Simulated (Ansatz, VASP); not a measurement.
One calculation of ZnS, two programs

File INCAR:

```
SYSTEM = ZnS
PREC = Accurate
ENCUT = 520
EDIFF = 1E-7
ISMEAR = 0
SIGMA = 0.05
LREAL = Auto
LASPH = .True.
NELM = 80
ALGO = Normal
ISIF = 2
LWAVE = .False.
LCHARG = .False.
LDIPOL = .True.
IDIPOL = 3
DIPOL = 0.5 0.5 0.458
GGA = PE
IVDW = 12
NBANDS = 86
```

KPOINTS

```
Automatic mesh
0
Gamma
  2 3 1
  0 0 0
```

POSCAR

```
ZnS
1.0
    7.6016913789      0.0000000000      0.0000000000
    0.0000000000      5.3752075225      0.0000000000
    0.0000000000      0.0000000000     23.7012685342
Zn S
8 8
Direct
    0.2500000000      0.5000000000      0.3375346762
    0.7500000000      0.5000000000      0.3375346762
    0.5000000000      0.0000000000      0.4177170024
    0.0000000000      0.0000000000      0.4177170024
    0.7551005750      0.4787942970      0.4953377944
    0.2398364554      0.5147558032      0.5026816333
    0.0150823100      0.0165014099      0.5848994929
    0.4781728898     -0.0593104275      0.5635825208
    0.5000000000      0.2500000000      0.3375346762
    0.0000000000      0.2500000000      0.3375346762
    0.7500000000      0.7500000000      0.4177170024
    0.2500000000      0.7500000000      0.4177170024
    0.0038704644      0.2409880191      0.4992463875
    0.4945819878      0.2538863743      0.4993288562
    0.2407321435      0.7296990496      0.5877642353
    0.7525983927      0.7578505914      0.5714886894
```

Input for Ansatz:

```yaml
crystal:
  lattice:
    - [7.6016913789, 0.0, 0.0]
    - [0.0, 5.3752075225, 0.0]
    - [0.0, 0.0, 23.7012685342]
  atoms:
    - { symbol: Zn, position: [0.25, 0.5, 0.3375346762] }
    - { symbol: Zn, position: [0.75, 0.5, 0.3375346762] }
    - { symbol: S, position: [0.5, 0.25, 0.3375346762] }
    - { symbol: S, position: [0.0, 0.25, 0.3375346762] }
    - { symbol: Zn, position: [0.5, 0.0, 0.4177170024] }
    - { symbol: Zn, position: [0.0, 0.0, 0.4177170024] }
    - { symbol: S, position: [0.75, 0.75, 0.4177170024] }
    - { symbol: S, position: [0.25, 0.75, 0.4177170024] }
    - { symbol: Zn, position: [0.755100575, 0.478794297, 0.4953377944] }
    - { symbol: Zn, position: [0.2398364554, 0.5147558032, 0.5026816333] }
    - { symbol: S, position: [0.0038704644, 0.2409880191, 0.4992463875] }
    - { symbol: S, position: [0.4945819878, 0.2538863743, 0.4993288562] }
    - { symbol: Zn, position: [0.01508231, 0.0165014099, 0.5848994929] }
    - { symbol: Zn, position: [0.4781728898, -0.0593104275, 0.5635825208] }
    - { symbol: S, position: [0.2407321435, 0.7296990496, 0.5877642353] }
    - { symbol: S, position: [0.7525983927, 0.7578505914, 0.5714886894] }
basis:
  ecutwfc: 420
kpoints:
  mp_grid: { grid: [2, 3, 1] }
hamiltonian:
  xc: pbe
  dispersion: d3bj
scf:
  occupations: { method: gaussian, width: 0.05 }
output:
  forces: true
  eigenvalues: true
  write_density: true
  volumetric_format: npy
efield:
  axis: 3
  dipole_correction: true
  ramp_width: 0.04
```

Alike in both runs: task single point; functional PBE; dispersion D3(BJ); k mesh 2 × 3 × 1; occupations gaussian, width 0.05 eV; no spin polarisation.

|  | VASP | Ansatz |
| --- | --- | --- |
| version | VASP 6.6.1 | Ansatz 0.2.0 |
| potentials or method | VASP PAW PBE potentials, release 64 (Zn, S), cutoff 520 eV | scalar-relativistic, plane waves, PAW |
| valence electrons in the cell | 144 | 144 |

Ansatz gave:

- gap on the k mesh at the Fermi level (eV): 1.47
- least direct gap on the mesh (eV): 1.47
- rms of the force components (eV/Å): 0.551

**Question.** What did VASP give for the same quantities?

**Answer.** gap on the k mesh at the Fermi level (eV): 1.46; least direct gap on the mesh (eV): 1.46; rms of the force components (eV/Å): 0.554.
